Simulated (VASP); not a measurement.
# NiSe3 (Pm-3m) in VASP: relaxation of cell and atoms with PBE

Aim: the relaxation of cell and atoms of NiSe3 with PBE.

Everything below comes from runs of VASP 6.6.1. Logs are shortened: lines on timing, memory, paths and dates and some standing lists are left out, and cuts for length are marked.

**1. The cell of the first run**

The structure is cubic, space group Pm-3m (No. 221). The conventional cell has a = 4.416 Å, b = 4.416 Å, c = 4.416 Å, α = 90.00°, β = 90.00°, γ = 90.00°. Ni (site symmetry m-3m) has 12 Se at 3.12 Å within 4.1 Å. Se (site symmetry 4/mmm) has 4 Ni at 3.12 Å and 8 Se at 3.12 Å within 4.1 Å.

**2. Relaxation of cell and atoms, PBE, collinear spin, ferromagnetic start**

The input, INCAR:

```
ALGO = Normal
EDIFF = 1E-6
EDIFFG = -0.04
ENCUT = 600
GGA = PE
IBRION = 2
ISIF = 3
ISMEAR = 0
ISPIN = 2
LASPH = T
LCHARG = F
LMAXMIX = 4
LORBIT = 11
LREAL = F
LWAVE = F
MAGMOM = 0.64 0 0 0
NELM = 150
NSW = 90
PREC = Accurate
SIGMA = 0.1
```

The input, KPOINTS:

```
k-points
0
Gamma
  4 4 4
```

The input, POSCAR:

```
NiSe3
1.0
    4.4158272885      0.0000000000      0.0000000000
    0.0000000000      4.4158272885      0.0000000000
    0.0000000000      0.0000000000      4.4158272885
Ni Se
1 3
Direct
    0.0000000000      0.0000000000      0.0000000000
    0.0000000000      0.5000000000      0.5000000000
    0.5000000000      0.0000000000      0.5000000000
    0.5000000000      0.5000000000      0.0000000000
```

Potentials or basis: VASP PAW PBE potentials, release 64 (Ni, Se).

On the command line:

```console
> cat potpaw_PBE.64/Ni/POTCAR potpaw_PBE.64/Se/POTCAR > POTCAR
> mpirun -np 1 vasp_std > vasp.out
```

OUTCAR:

```text
EDIFF = 1E-6
   EDIFFG = -0.04
   ENCUT = 600
   GGA = PE
   IBRION = 2
   ISIF = 3
   ISMEAR = 0
   ISPIN = 2
   LASPH = T
   LORBIT = 11
   LREAL = F
   NELM = 150
   NSW = 90
   PREC = Accurate

 ion  position               nearest neighbor table
   1  0.000  0.000  0.000-
   2  0.000  0.500  0.500-
   3  0.500  0.000  0.500-
   4  0.500  0.500  0.000-

  LATTYP: Found a simple cubic cell.
 ALAT       =     4.4158272885

  Lattice vectors:

 A1 = (   4.4158272885,   0.0000000000,   0.0000000000)
 A2 = (   0.0000000000,   4.4158272885,   0.0000000000)
 A3 = (   0.0000000000,   0.0000000000,   4.4158272885)

Analysis of symmetry for initial positions (statically):
=====================================================================
 Subroutine PRICEL returns:
 Original cell was already a primitive cell.

 Routine SETGRP: Setting up the symmetry group for a
 simple cubic supercell.

 Subroutine GETGRP returns: Found 48 space group operations
 (whereof 48 operations were pure point group operations)
 out of a pool of 48 trial point group operations.

The static configuration has the point symmetry O_h .

Analysis of symmetry for dynamics (positions and initial velocities):
=====================================================================
 Subroutine PRICEL returns:
 Original cell was already a primitive cell.

 Routine SETGRP: Setting up the symmetry group for a
 simple cubic supercell.

 Subroutine GETGRP returns: Found 48 space group operations
 (whereof 48 operations were pure point group operations)
 out of a pool of 48 trial point group operations.

The dynamic configuration has the point symmetry O_h .

Analysis of structural, dynamic, and magnetic symmetry:
=====================================================================
 Subroutine PRICEL returns:
 Original cell was already a primitive cell.

 Routine SETGRP: Setting up the symmetry group for a
 simple cubic supercell.

 Subroutine GETGRP returns: Found 48 space group operations
 (whereof 48 operations were pure point group operations)
 out of a pool of 48 trial point group operations.

The overall configuration has the point symmetry O_h .

 Subroutine INISYM returns: Found 48 space group operations
 (whereof 48 operations are pure point group operations),
 and found     1 'primitive' translations

----------------------------------------------------------------------------------------

                                     Primitive cell

  volume of cell :      86.1066

  direct lattice vectors                    reciprocal lattice vectors
     4.415827289  0.000000000  0.000000000     0.226458132  0.000000000  0.000000000
     0.000000000  4.415827289  0.000000000     0.000000000  0.226458132  0.000000000
     0.000000000  0.000000000  4.415827289     0.000000000  0.000000000  0.226458132

  length of vectors
     4.415827289  4.415827289  4.415827289     0.226458132  0.226458132  0.226458132

  position of ions in fractional coordinates (direct lattice)
     0.000000000  0.000000000  0.000000000
     0.000000000  0.500000000  0.500000000
     0.500000000  0.000000000  0.500000000
     0.500000000  0.500000000  0.000000000

  ion indices of the primitive-cell ions
   primitive index   ion index
                 1           1
                 2           2
                 3           3
                 4           4

----------------------------------------------------------------------------------------

 KPOINTS: k-points

Automatic generation of k-mesh.
 Grid dimensions read from file:
 generate k-points for:    4    4    4

 Generating k-lattice:

  Cartesian coordinates                     Fractional coordinates (reciprocal lattice)
     0.056614533  0.000000000  0.000000000     0.250000000  0.000000000  0.000000000
     0.000000000  0.056614533  0.000000000     0.000000000  0.250000000  0.000000000
     0.000000000  0.000000000  0.056614533     0.000000000  0.000000000  0.250000000

  Length of vectors
     0.056614533  0.056614533  0.056614533

  Shift w.r.t. Gamma in fractional coordinates (k-lattice)
     0.000000000  0.000000000  0.000000000

 Subroutine IBZKPT returns following result:
 ===========================================

 Found     10 irreducible k-points:

 Following reciprocal coordinates:
            Coordinates               Weight
  0.000000  0.000000  0.000000      1.000000
  0.250000  0.000000  0.000000      6.000000
  0.500000  0.000000  0.000000      3.000000
  0.250000  0.250000  0.000000     12.000000
  0.500000  0.250000  0.000000     12.000000
  0.500000  0.500000  0.000000      3.000000
  0.250000  0.250000  0.250000      8.000000
  0.500000  0.250000  0.250000     12.000000
  0.500000  0.500000  0.250000      6.000000
  0.500000  0.500000  0.500000      1.000000
   k-points           NKPTS =     10   k-points in BZ     NKDIM =     10   number of bands    NBANDS=     18
   number of dos      NEDOS =    301   number of ions     NIONS =      4
   total plane-waves  NPLWV =  46656
   dimension x,y,z NGX =    36 NGY =   36 NGZ =   36
   dimension x,y,z NGXF=    72 NGYF=   72 NGZF=   72
   ions per type =               1   3
   NGX,Y,Z   is equivalent  to a cutoff of  13.55, 13.55, 13.55 a.u.
   NGXF,Y,Z  is equivalent  to a cutoff of  27.11, 27.11, 27.11 a.u.
 SYSTEM =  unknown system
   PREC   = accura    normal or accurate (medium, high low for compatibility)
   ISTART =      0    job   : 0-new  1-cont  2-samecut
   ICHARG =      2    charge: 1-file 2-atom 10-const
   ISPIN  =      2    spin polarized calculation?
   LNONCOLLINEAR =      F non collinear calculations
   LSORBIT =      F    spin-orbit coupling
   LASPH  =      T    aspherical Exc in radial PAW
   ENCUT  =  600.0 eV  44.10 Ry    6.64 a.u.   8.82  8.82  8.82*2*pi/ulx,y,z
   NELM   =    150;   NELMIN=  2; NELMDL= -5     # of ELM steps
   EDIFF  = 0.1E-05   stopping-criterion for ELM
   LREAL  =      F    real-space projection
   EDIFFG = -.4E-01   stopping-criterion for IOM
   NSW    =     90    number of steps for IOM
   IBRION =      2    ionic relax: 0-MD 1-quasi-New 2-CG
   NFREE  =      1    steps in history (QN), initial steepest desc. (CG)
   ISIF   =      3    stress and relaxation
   ISYM   =      2    0-nonsym 1-usesym 2-fastsym
   POTIM  = 0.5000    time-step for ionic-motion
   TEBEG  =    0.0;   TEEND  =   0.0 temperature during run
   PSTRESS=    0.0 pullay stress
   NELECT =      28.0000    total number of electrons
   NUPDOWN=      -1.0000    fix difference up-down
   EMIN   =  10.00;   EMAX   =-10.00  energy-range for DOS
   EFERMI =   0.00;   METHOD = LEGACY
   ISMEAR =     0;   SIGMA  =   0.10  broadening in eV -4-tet -1-fermi 0-gaus
   EFERMI_NEDOS =   21; number of points for ismear=-14 and -15
   IALGO  =     38    algorithm
   IMIX   =      4    mixing-type and parameters
     AMIX     =   0.40;   BMIX     =  1.00
     AMIX_MAG =   1.60;   BMIX_MAG =  1.00
  volume/ion in A,a.u.               =      21.53       145.27
  Fermi-wavevector in a.u.,A,eV,Ry     =   1.125768  2.127392 17.243382  1.267353
  Thomas-Fermi vector in A             =   2.262446
   LORBIT       =     11    0 simple, 1 ext, 2 COOP (PROOUT), +10 PAW based schemes
   GGA     = PE    functional components
   LHFCALC =     F    Hartree Fock is set to
   AEXX    =    0.0000 exact exchange contribution
   IVDW    =     0    specifies the selected vdW correction
   LEPSILON=     F    determine dielectric tensor
   LRPA    =     F    only Hartree local field effects (RPA)
 conjugate gradient relaxation of ions
 spin polarized calculation
 Gauss-broadening in eV      SIGMA  =   0.10
  energy-cutoff  :      600.00
  volume of cell :       86.11
 maximum number of plane-waves:      2897
 NGX is ok and might be reduce to    36
   NGX = 17   NGY = 17   NGZ = 17

--------------------------------------- Ionic step        1  -------------------------------------------

 number of electron      27.9999996 magnetization       0.6189692

 Free energy of the ion-electron system (eV)
  ---------------------------------------------------
  ext. energy  EPLUGINS =         0.00000000
  ---------------------------------------------------
  free energy    TOTEN  =       -12.71141061 eV

  energy without entropy =      -12.68458248  energy(sigma->0) =      -12.69799655

 E-fermi :   4.5106     XC(G=0): -10.1562

 val. band max:        4.4707008785   @ k =   0.2500   0.2500   0.0000
 cond. band min:       4.5390526956   @ k =   0.2500   0.2500   0.0000
 fundamental gap:      0.0683518171
 Fermi energy:         4.5106217554

 spin component 1

 k-point     1 :       0.0000    0.0000    0.0000
  band No.  band energies     occupation
      1     -10.5362      1.00000
      2      -7.2309      1.00000
      3      -7.2309      1.00000
      4      -0.3332      1.00000
      5      -0.3332      1.00000
      6      -0.3332      1.00000
[... 10 lines left out ...]
     17       5.5063      0.00000
     18       5.5063      0.00000

 k-point     2 :       0.2500    0.0000    0.0000
  band No.  band energies     occupation
      1     -10.2204      1.00000
      2      -7.8503      1.00000
      3      -7.1801      1.00000
      4      -0.0216      1.00000
      5      -0.0216      1.00000
      6       0.1295      1.00000
[... 484 lines left out ...]
 VOLUME and BASIS-vectors are now :
 -----------------------------------------------------------------------------
  energy-cutoff  :      600.00
  volume of cell :       74.25
      direct lattice vectors                 reciprocal lattice vectors
     4.203067862  0.000000000 -0.000000000     0.237921450 -0.000000000 -0.000000000
     0.000000000  4.203067862  0.000000000    -0.000000000  0.237921450 -0.000000000
     0.000000000  0.000000000  4.203067862     0.000000000 -0.000000000  0.237921450

 POSITION                                       TOTAL-FORCE (eV/Angst)
 -----------------------------------------------------------------------------------
      0.00000      0.00000      0.00000        -0.000000     -0.000000      0.000000
      0.00000      2.10153      2.10153         0.000000      0.000000      0.000000
      2.10153      0.00000      2.10153        -0.000000      0.000000      0.000000
      2.10153      2.10153     -0.00000        -0.000000      0.000000      0.000000
 -----------------------------------------------------------------------------------
    total drift:                               -0.000000      0.000000      0.000000

  FREE ENERGIE OF THE ION-ELECTRON SYSTEM (eV)
  ---------------------------------------------------
  free  energy   TOTEN  =       -13.0567214434 eV

  energy  without entropy=      -13.0264699747  energy(sigma->0) =      -13.04159571

--------------------------------------- Ionic step        4  -------------------------------------------

 number of electron      27.9999985 magnetization      -0.0014549

 Free energy of the ion-electron system (eV)
  ---------------------------------------------------
  ext. energy  EPLUGINS =         0.00000000
  ---------------------------------------------------
  free energy    TOTEN  =       -13.05707764 eV

  energy without entropy =      -13.02685965  energy(sigma->0) =      -13.04196865

 E-fermi :   6.2140     XC(G=0): -10.8669

 val. band max:        6.1699861160   @ k =   0.2500   0.0000   0.0000
 cond. band min:       6.2198617770   @ k =   0.2500   0.2500   0.0000
 fundamental gap:      0.0498756610
 Fermi energy:         6.2140462585

 spin component 1

 k-point     1 :       0.0000    0.0000    0.0000
  band No.  band energies     occupation
      1      -9.9919      1.00000
      2      -5.5594      1.00000
      3      -5.5594      1.00000
      4       0.4608      1.00000
      5       0.4608      1.00000
      6       0.4608      1.00000
[... 10 lines left out ...]
     17       7.5232      0.00000
     18       7.5232      0.00000

 k-point     2 :       0.2500    0.0000    0.0000
  band No.  band energies     occupation
      1      -9.6007      1.00000
      2      -6.5005      1.00000
      3      -5.4724      1.00000
      4       0.8219      1.00000
      5       0.8219      1.00000
      6       1.2216      1.00000
[... 404 lines left out ...]
 VOLUME and BASIS-vectors are now :
 -----------------------------------------------------------------------------
  energy-cutoff  :      600.00
  volume of cell :       74.01
      direct lattice vectors                 reciprocal lattice vectors
     4.198489686  0.000000000 -0.000000000     0.238180888 -0.000000000 -0.000000000
     0.000000000  4.198489686  0.000000000    -0.000000000  0.238180888 -0.000000000
     0.000000000  0.000000000  4.198489686     0.000000000 -0.000000000  0.238180888

 POSITION                                       TOTAL-FORCE (eV/Angst)
 -----------------------------------------------------------------------------------
      0.00000      0.00000      0.00000        -0.000000     -0.000000      0.000000
      0.00000      2.09924      2.09924         0.000000      0.000000      0.000000
      2.09924      0.00000      2.09924        -0.000000      0.000000      0.000000
      2.09924      2.09924     -0.00000        -0.000000      0.000000      0.000000
 -----------------------------------------------------------------------------------
    total drift:                               -0.000000      0.000000      0.000000

  FREE ENERGIE OF THE ION-ELECTRON SYSTEM (eV)
  ---------------------------------------------------
  free  energy   TOTEN  =       -13.0570776419 eV

  energy  without entropy=      -13.0268596516  energy(sigma->0) =      -13.04196865

 reached required accuracy - stopping structural energy minimisation

 total charge

# of ion       s       p       d       tot
------------------------------------------
    1        0.261   0.169   8.451   8.882
    2        1.547   2.050   0.058   3.655
    3        1.547   2.050   0.058   3.655
    4        1.547   2.050   0.058   3.655
--------------------------------------------------
tot          4.902   6.319   8.624  19.846

 magnetization (x)

# of ion       s       p       d       tot
------------------------------------------
    1       -0.000  -0.000  -0.002  -0.002
    2       -0.000  -0.000  -0.000  -0.000
    3       -0.000  -0.000  -0.000  -0.000
    4       -0.000  -0.000  -0.000  -0.000
--------------------------------------------------
tot         -0.000  -0.000  -0.002  -0.002
```

It took 6.5 min on 1 thread of AMD EPYC 7R43 (Zen 3), shared host; peak memory 0.23 GiB.

Results:

* Free energy: -13.0571 eV
* Relaxed volume: 18.50 Å³/atom
* Relaxed cell: a = 4.198 Å, b = 4.198 Å, c = 4.198 Å, α = 90.00°, β = 90.00°, γ = 90.00°
* Space group after relaxing (to 0.1 Å): Pm-3m (No. 221)
* Energy gained by relaxing: 86.4 meV/atom
* Ionic steps: 4
* Pressure after relaxing: -0.1 GPa
* Band gap on the k mesh: zero (filled and empty bands overlap)
* Net moment: 0.00 μB per cell
* Valence electrons inside the program's atomic spheres: Ni 8.88; Se 3.65

Step by step:
```csv
step,energy change (eV),largest force (eV/Å),pressure (GPa),volume (Å³)
1,0.0000,0.0000,-8.14,86.11
2,-0.3440,0.0000,1.20,73.19
3,-0.3453,0.0000,-0.35,74.25
4,-0.3457,0.0000,-0.12,74.01
```

Final structure:
```xyz
4
Lattice="4.1985 0.0000 0.0000 0.0000 4.1985 0.0000 0.0000 0.0000 4.1985" Properties=species:S:1:pos:R:3 pbc="T T T"
Ni    0.0000    0.0000    0.0000
Se    0.0000    2.0992    2.0992
Se    2.0992    0.0000    2.0992
Se    2.0992    2.0992    0.0000
```
